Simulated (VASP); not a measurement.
# AlN (P6_3/mmc) in VASP: notebook

Runs on AlN. Level: PBEsol. Tasks: single point, relaxation of cell and atoms.

Everything below comes from runs of VASP 6.6.1. Logs are shortened: lines on timing, memory, paths and dates and some standing lists are left out, and cuts for length are marked.

## 1. The cell of the first run

It takes space group P6_3/mmc (No. 194, hexagonal). The conventional cell has a = 2.836 Å, b = 2.836 Å, c = 4.856 Å, α = 90.00°, β = 90.00°, γ = 120.00°. Al (site symmetry -3m) has 6 N at 2.04 Å and 2 Al at 2.43 Å within 2.7 Å. Within 2.7 Å of N (site symmetry -6m2) lie 6 Al at 2.04 Å.

## 2. Single point, PBEsol

The input, INCAR:

```
SYSTEM = AlN
ALGO = Normal ; EDIFF = 1E-6
ENCUT = 520 ; GGA = PS
ISIF = 2 ; ISMEAR = -1
LASPH = .TRUE. ; LCHARG = .FALSE.
LREAL = .FALSE. ; LWAVE = .FALSE.
NBANDS = 16 ; NELM = 100
PREC = Accurate ; SIGMA = 0.03
```

The input, KPOINTS:

```
k-points
0
G
  9 9 6
  0 0 0
```

The input, POSCAR:

```
AlN
1.0
    2.8359464016      0.0000000000      0.0000000000
   -1.4179732008      2.4560016275      0.0000000000
    0.0000000000      0.0000000000      4.8560142950
Al N
2 2
Direct
    0.0000000000      0.0000000000      0.0000000000
    0.0000000000      0.0000000000      0.5000000000
    0.3333333333      0.6666666667      0.2500000000
    0.6666666667      0.3333333333      0.7500000000
```

Potentials or basis: VASP PAW PBE potentials, release 64 (Al, N).

The run is started by

```
$ cat potpaw_PBE.64/Al/POTCAR potpaw_PBE.64/N/POTCAR > POTCAR
$ mpirun -np 1 vasp_std > vasp.out
```

OUTCAR:

```text
SYSTEM = AlN
   EDIFF = 1E-6
   ENCUT = 520
   GGA = PS
   ISIF = 2
   ISMEAR = -1
   LASPH = .TRUE.
   LREAL = .FALSE.
   NELM = 100
   PREC = Accurate

 ion  position               nearest neighbor table
   1  0.000  0.000  0.000-   3 2.04   4 2.04   3 2.04   4 2.04   4 2.04   3 2.04   2 2.43   2 2.43

   2  0.000  0.000  0.500-   3 2.04   4 2.04   3 2.04   4 2.04   4 2.04   3 2.04   1 2.43   1 2.43

   3  0.333  0.667  0.250-   1 2.04   2 2.04   1 2.04   2 2.04   1 2.04   2 2.04
   4  0.667  0.333  0.750-   1 2.04   2 2.04   1 2.04   2 2.04   1 2.04   2 2.04

  LATTYP: Found a hexagonal cell.
 ALAT       =     2.8359464016
 C/A-ratio  =     1.7123082059

  Lattice vectors:

 A1 = (   2.8359464016,   0.0000000000,   0.0000000000)
 A2 = (  -1.4179732008,   2.4560016275,   0.0000000000)
 A3 = (   0.0000000000,   0.0000000000,   4.8560142950)

Analysis of symmetry for initial positions (statically):
=====================================================================
 Subroutine PRICEL returns:
 Original cell was already a primitive cell.

 Routine SETGRP: Setting up the symmetry group for a
 hexagonal supercell.

 Subroutine GETGRP returns: Found 24 space group operations
 (whereof 12 operations were pure point group operations)
 out of a pool of 24 trial point group operations.

The static configuration has the point symmetry D_3d.
 The point group associated with its full space group is D_6h.

Analysis of symmetry for dynamics (positions and initial velocities):
=====================================================================
 Subroutine PRICEL returns:
 Original cell was already a primitive cell.

 Routine SETGRP: Setting up the symmetry group for a
 hexagonal supercell.

 Subroutine GETGRP returns: Found 24 space group operations
 (whereof 12 operations were pure point group operations)
 out of a pool of 24 trial point group operations.

The dynamic configuration has the point symmetry D_3d.
 The point group associated with its full space group is D_6h.

 Subroutine INISYM returns: Found 24 space group operations
 (whereof 12 operations are pure point group operations),
 and found     1 'primitive' translations

----------------------------------------------------------------------------------------

                                     Primitive cell

  volume of cell :      33.8226

  direct lattice vectors                    reciprocal lattice vectors
     2.835946402  0.000000000  0.000000000     0.352615973  0.203582927  0.000000000
    -1.417973201  2.456001628  0.000000000     0.000000000  0.407165854  0.000000000
     0.000000000  0.000000000  4.856014295     0.000000000  0.000000000  0.205930201

  length of vectors
     2.835946402  2.835946402  4.856014295     0.407165854  0.407165854  0.205930201

  position of ions in fractional coordinates (direct lattice)
     0.000000000  0.000000000  0.000000000
     0.000000000  0.000000000  0.500000000
     0.333333333  0.666666667  0.250000000
     0.666666667  0.333333333  0.750000000

  ion indices of the primitive-cell ions
   primitive index   ion index
                 1           1
                 2           2
                 3           3
                 4           4

----------------------------------------------------------------------------------------

 KPOINTS: k-points

Automatic generation of k-mesh.
 Grid dimensions read from file:
 generate k-points for:    9    9    6

 Generating k-lattice:

  Cartesian coordinates                     Fractional coordinates (reciprocal lattice)
     0.039179553  0.022620325  0.000000000     0.111111111  0.000000000  0.000000000
     0.000000000  0.045240650  0.000000000     0.000000000  0.111111111  0.000000000
     0.000000000  0.000000000  0.034321700     0.000000000  0.000000000  0.166666667

  Length of vectors
     0.045240650  0.045240650  0.034321700

  Shift w.r.t. Gamma in fractional coordinates (k-lattice)
     0.000000000  0.000000000  0.000000000

 Subroutine IBZKPT returns following result:
 ===========================================

 Found     48 irreducible k-points:

 Following reciprocal coordinates:
            Coordinates               Weight
  0.000000  0.000000  0.000000      1.000000
  0.111111  0.000000  0.000000      6.000000
  0.222222 -0.000000  0.000000      6.000000
  0.333333  0.000000  0.000000      6.000000
  0.444444 -0.000000  0.000000      6.000000
  0.111111  0.111111  0.000000      6.000000
[... 16 lines left out ...]
  0.333333  0.222222  0.166667     24.000000
  0.333333  0.333333  0.166667      4.000000
 [... further k-points ...]
   k-points           NKPTS =     48   k-points in BZ     NKDIM =     48   number of bands    NBANDS=     16
   number of dos      NEDOS =    301   number of ions     NIONS =      4
   total plane-waves  NPLWV =  20736
   dimension x,y,z NGX =    24 NGY =   24 NGZ =   36
   dimension x,y,z NGXF=    48 NGYF=   48 NGZF=   72
   ions per type =               2   2
   NGX,Y,Z   is equivalent  to a cutoff of  14.07, 14.07, 12.32 a.u.
   NGXF,Y,Z  is equivalent  to a cutoff of  28.14, 28.14, 24.65 a.u.
 SYSTEM =  AlN
   PREC   = accura    normal or accurate (medium, high low for compatibility)
   ISTART =      0    job   : 0-new  1-cont  2-samecut
   ICHARG =      2    charge: 1-file 2-atom 10-const
   ISPIN  =      1    spin polarized calculation?
   LNONCOLLINEAR =      F non collinear calculations
   LSORBIT =      F    spin-orbit coupling
   LASPH  =      T    aspherical Exc in radial PAW
   ENCUT  =  520.0 eV  38.22 Ry    6.18 a.u.   5.27  5.27  9.03*2*pi/ulx,y,z
   NELM   =    100;   NELMIN=  2; NELMDL= -5     # of ELM steps
   EDIFF  = 0.1E-05   stopping-criterion for ELM
   LREAL  =      F    real-space projection
   EDIFFG = 0.1E-04   stopping-criterion for IOM
   NSW    =      0    number of steps for IOM
   IBRION =     -1    ionic relax: 0-MD 1-quasi-New 2-CG
   NFREE  =      0    steps in history (QN), initial steepest desc. (CG)
   ISIF   =      2    stress and relaxation
   ISYM   =      2    0-nonsym 1-usesym 2-fastsym
   POTIM  = 0.5000    time-step for ionic-motion
   TEBEG  =    0.0;   TEEND  =   0.0 temperature during run
   PSTRESS=    0.0 pullay stress
   NELECT =      16.0000    total number of electrons
   NUPDOWN=      -1.0000    fix difference up-down
   EMIN   =  10.00;   EMAX   =-10.00  energy-range for DOS
   EFERMI =   0.00;   METHOD = LEGACY
   ISMEAR =    -1;   SIGMA  =   0.03  broadening in eV -4-tet -1-fermi 0-gaus
   EFERMI_NEDOS =   21; number of points for ismear=-14 and -15
   IALGO  =     38    algorithm
   IMIX   =      4    mixing-type and parameters
     AMIX     =   0.40;   BMIX     =  1.00
     AMIX_MAG =   1.60;   BMIX_MAG =  1.00
  volume/ion in A,a.u.               =       8.46        57.06
  Fermi-wavevector in a.u.,A,eV,Ry     =   1.275594  2.410524 22.138600  1.627141
  Thomas-Fermi vector in A             =   2.408298
   LORBIT       =      0    0 simple, 1 ext, 2 COOP (PROOUT), +10 PAW based schemes
   GGA     = PS    functional components
   LHFCALC =     F    Hartree Fock is set to
   AEXX    =    0.0000 exact exchange contribution
   IVDW    =     0    specifies the selected vdW correction
   LEPSILON=     F    determine dielectric tensor
   LRPA    =     F    only Hartree local field effects (RPA)
 non-spin polarized calculation
  energy-cutoff  :      520.00
  volume of cell :       33.82
 maximum number of plane-waves:       932
 NGX is ok and might be reduce to    24
   NGX = 11   NGY = 11   NGZ = 19

 number of electron      15.9999999 magnetization

 Free energy of the ion-electron system (eV)
  ---------------------------------------------------
  ext. energy  EPLUGINS =         0.00000000
  ---------------------------------------------------
  free energy    TOTEN  =       -30.23668081 eV

  energy without entropy =      -30.23668081  energy(sigma->0) =      -30.23668081

 E-fermi :  10.2595     XC(G=0): -12.3248

 val. band max:        9.6695432659   @ k =   0.0000   0.0000   0.0000
 cond. band min:      14.5379093594   @ k =   0.4444  -0.0000   0.3333
 fundamental gap:      4.8683660936
 Fermi energy:        10.2594918312

 k-point     1 :       0.0000    0.0000    0.0000
  band No.  band energies     occupation
      1      -7.8049      2.00000
      2      -4.8713      2.00000
      3       1.0196      2.00000
      4       8.8144      2.00000
      5       8.8144      2.00000
      6       9.0822      2.00000
[... 8 lines left out ...]
     15      22.8731      0.00000
     16      22.8731      0.00000

 k-point     2 :       0.1111    0.0000    0.0000
  band No.  band energies     occupation
      1      -7.5755      2.00000
      2      -4.7162      2.00000
      3       1.2668      2.00000
      4       7.7341      2.00000
      5       8.5408      2.00000
      6       8.6862      2.00000
[... 8 lines left out ...]
     15      22.4760      0.00000
     16      22.5331      0.00000

 k-point     3 :       0.2222   -0.0000    0.0000
  band No.  band energies     occupation
      1      -6.9096      2.00000
      2      -4.2981      2.00000
      3       1.9856      2.00000
      4       5.5531      2.00000
      5       6.7936      2.00000
      6       7.9707      2.00000
[... 8 lines left out ...]
     15      21.7726      0.00000
     16      23.9596      0.00000

 k-point     4 :       0.3333    0.0000    0.0000
  band No.  band energies     occupation
      1      -5.8948      2.00000
      2      -3.8125      2.00000
      3       3.0907      2.00000
      4       3.4562      2.00000
      5       4.9223      2.00000
      6       7.4423      2.00000
[... 8 lines left out ...]
     15      21.3487      0.00000
     16      25.4755      0.00000
[... 324 lines left out ...]
 k-point    22 :       0.2222    0.2222    0.1667
  band No.  band energies     occupation
      1      -5.2507      2.00000
      2      -3.7434      2.00000
      3       3.2997      2.00000
      4       3.6446      2.00000
      5       4.7910      2.00000
      6       6.0275      2.00000
[... 8 lines left out ...]
     15      20.7861      0.00000
     16      24.3322      0.00000

 k-point    23 :       0.3333    0.2222    0.1667
  band No.  band energies     occupation
      1      -4.3149      2.00000
      2      -3.5963      2.00000
      3       2.5326      2.00000
      4       3.5713      2.00000
      5       4.7079      2.00000
      6       5.6351      2.00000
[... 8 lines left out ...]
     15      21.7037      0.00000
     16      24.6106      0.00000

 k-point    24 :       0.3333    0.3333    0.1667
  band No.  band energies     occupation
      1      -3.7496      2.00000
      2      -3.7496      2.00000
      3       2.5491      2.00000
      4       4.1453      2.00000
      5       4.1453      2.00000
      6       4.7042      2.00000
[... 8 lines left out ...]
     15      21.5649      0.00000
     16      24.4116      0.00000

 [... further k-points ...]

------------------------ aborting loop because EDIFF is reached ----------------------------------------

  FORCE on cell =-STRESS in cart. coord.  units (eV):
  Direction    XX          YY          ZZ          XY          YZ          ZX
  --------------------------------------------------------------------------------------
  -------------------------------------------------------------------------------------
  Total       -0.0218267     -0.0218267     -0.0224413      0.0000000      0.0000000     -0.0000000
  in kB       -1.0339331     -1.0339331     -1.0630436      0.0000000      0.0000000     -0.0000000
  external PRESSURE =      -1.0436366 kB  Pullay stress =       0.0000000 kB

 VOLUME and BASIS-vectors are now :
 -----------------------------------------------------------------------------
  energy-cutoff  :      520.00
  volume of cell :       33.82
      direct lattice vectors                 reciprocal lattice vectors
     2.835946402  0.000000000  0.000000000     0.352615973  0.203582927  0.000000000
    -1.417973201  2.456001628  0.000000000     0.000000000  0.407165854  0.000000000
     0.000000000  0.000000000  4.856014295     0.000000000  0.000000000  0.205930201

 POSITION                                       TOTAL-FORCE (eV/Angst)
 -----------------------------------------------------------------------------------
      0.00000      0.00000      0.00000         0.000000      0.000000     -0.000000
      0.00000      0.00000      2.42801         0.000000      0.000000     -0.000000
     -0.00000      1.63733      1.21400         0.000000     -0.000000     -0.000000
      1.41797      0.81867      3.64201        -0.000000      0.000000      0.000000
 -----------------------------------------------------------------------------------
    total drift:                               -0.000000      0.000000     -0.000000

  FREE ENERGIE OF THE ION-ELECTRON SYSTEM (eV)
  ---------------------------------------------------
  free  energy   TOTEN  =       -30.2366808113 eV

  energy  without entropy=      -30.2366808113  energy(sigma->0) =      -30.23668081
```

Run time: 39 s. Hardware: 1 thread of Intel Xeon 8259CL, shared host; peak memory 0.16 GiB.

What came out:

```
Free energy            : -30.2367 eV
Pressure               : -0.1 GPa
Band gap on the k mesh : 4.87 eV (least direct gap 5.08 eV)
```

Caveat: the PAW data sets were made with another functional, which shifts forces and pressure a little; an odd mesh through Γ misses points on the zone boundary, where band edges can lie.

## 3. Relaxation of cell and atoms, PBEsol

This run uses another cell than the first one, of 6.97 Å³/atom.

The input, INCAR:

```
SYSTEM = AlN
PREC     = Accurate       ! precision mode
ENCUT    = 600            ! plane-wave cutoff, eV
EDIFF    = 1E-6           ! SCF threshold, eV
ISMEAR   = -1             ! smearing method
SIGMA    = 0.03           ! smearing width, eV
LREAL    = .False.        ! projectors in reciprocal space
LASPH    = .True.         ! aspherical terms in the spheres
NELM     = 80             ! most SCF steps
ALGO     = Normal         ! electronic algorithm
ISIF     = 3              ! what is computed and relaxed
LWAVE    = .False.        ! write WAVECAR
LCHARG   = .False.        ! write CHGCAR
GGA      = PS             ! functional
IBRION   = 2              ! ionic algorithm
NSW      = 100            ! ionic steps
EDIFFG   = -0.01          ! ionic threshold
```

The input, KPOINTS:

```
regular mesh
0
Gamma
  9 9 6
  0 0 0
```

The input, POSCAR:

```
AlN
1.0
    2.7025343100      0.0000000000      0.0000000000
   -1.3512671550      2.3404633671      0.0000000000
    0.0000000000      0.0000000000      4.4051309253
Al N
2 2
Direct
    0.0000000000      0.0000000000      0.0000000000
    0.0000000000      0.0000000000      0.5000000000
    0.3333333333      0.6666666667      0.2500000000
    0.6666666667      0.3333333333      0.7500000000
```

Potentials or basis: VASP PAW PBE potentials, release 64 (Al, N).

The run is started by

```
$ cat potpaw_PBE.64/Al/POTCAR potpaw_PBE.64/N/POTCAR > POTCAR
$ mpirun -np 1 vasp_std > vasp.out
```

Wall time 2.7 min (1 thread of Intel Xeon 8259CL, shared host); peak memory 0.16 GiB.

The run converged. Its results:

```yaml
Free_energy: -30.2325 eV
Relaxed_volume: 8.45 Å³/atom
Relaxed_cell: a = 2.836 Å, b = 2.836 Å, c = 4.855 Å, α = 90.00°, β = 90.00°, γ = 120.00°
Space_group_after_relaxing_to_0.1_Å: P6_3/mmc (No. 194)
Energy_gained_by_relaxing: 340.6 meV/atom
Ionic_steps: 9
Pressure_after_relaxing: 0.0 GPa
Band_gap_on_the_k_mesh: 4.87 eV (least direct gap 5.09 eV)
```

The path:
```tsv
step	energy change (eV)	largest force (eV/Å)	pressure (GPa)	volume (Å³)
1	0.0000	0.0000	74.50	27.86
2	0.2859	0.0000	-38.27	42.86
3	-1.3545	0.0000	-2.20	34.08
4	-1.3593	0.0000	0.37	33.74
5	-1.3594	0.0000	1.35	33.61
6	-1.3606	0.0000	-0.25	33.86
7	-1.3621	0.0000	0.45	33.75
8	-1.3622	0.0000	-0.31	33.85
9	-1.3622	0.0000	0.01	33.81
```

Final structure:
```yaml
crystal:
  lattice:
    - [2.83560, 0.00000, 0.00000]
    - [-1.41780, 2.45571, 0.00000]
    - [0.00000, 0.00000, 4.85529]
  atoms:
    - { symbol: Al, position: [0.00000, 0.00000, 0.00000] }
    - { symbol: Al, position: [0.00000, 0.00000, 0.50000] }
    - { symbol: N, position: [0.33333, 0.66667, 0.25000] }
    - { symbol: N, position: [0.66667, 0.33333, 0.75000] }
```

Levels at points of the mesh, in eV from the valence-band top:
| k point | band 6 | band 7 | band 8 | band 9 | band 10 | band 11 |
| --- | --- | --- | --- | --- | --- | --- |
| (0.00, 0.00, 0.00) | -0.59 | 0.00 | 0.00 | 5.09 | 6.28 | 8.83 |
| (0.00, 0.00, 0.50) | -0.44 | -0.44 | -0.44 | 6.56 | 6.56 | 10.27 |

Caveat: the volume moved by over 15 % at a fixed basis, so the end points are rough; the PAW data sets were made with another functional, which shifts forces and pressure a little; an odd mesh through Γ misses points on the zone boundary, where band edges can lie.
